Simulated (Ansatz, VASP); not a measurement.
## Two plane-wave programs on TaN

```
Ta N
1.0
     0.00000    2.35332    2.35332
     2.35332    0.00000    2.35332
     2.35332    2.35332    0.00000
Ta N
1 1
Direct
  0.50000 0.50000 0.50000
  0.00000 0.00000 0.00000
```

Change from the starting cell: strain +0.080 along x and y, +0.080 along z, atoms carried along.

Alike in both runs: task single point; functional PBE; k mesh 18 × 18 × 18; occupations gaussian, width 0.15 eV; no spin polarisation.

```csv
,VASP,Ansatz
version,VASP 6.6.1,Ansatz 0.2.0
potentials or method,"VASP PAW PBE potentials, release 64 (Ta_pv, N), cutoff 600 eV","scalar-relativistic, plane waves, PAW"
valence electrons in the cell,16,18
```

```csv
,VASP,Ansatz,Ansatz less VASP
gap on the k mesh at the Fermi level (eV),none,none,-
pressure (GPa),-40.7,-40.9,-0.17
```

A gap of «none» marks a metal or a gap that the smearing closes. Both programs put the cell under strong tension, so it lies far from rest at this level. The functional is the same, so the differences come from potentials, cutoffs and numerics. VASP's potentials hold 16 valence electrons a cell and Ansatz's 18, so a difference there can come from the potentials and not from the codes.

Spin-orbit coupling is off throughout. Noted on VASP's run: the cell as given lies far from equilibrium.
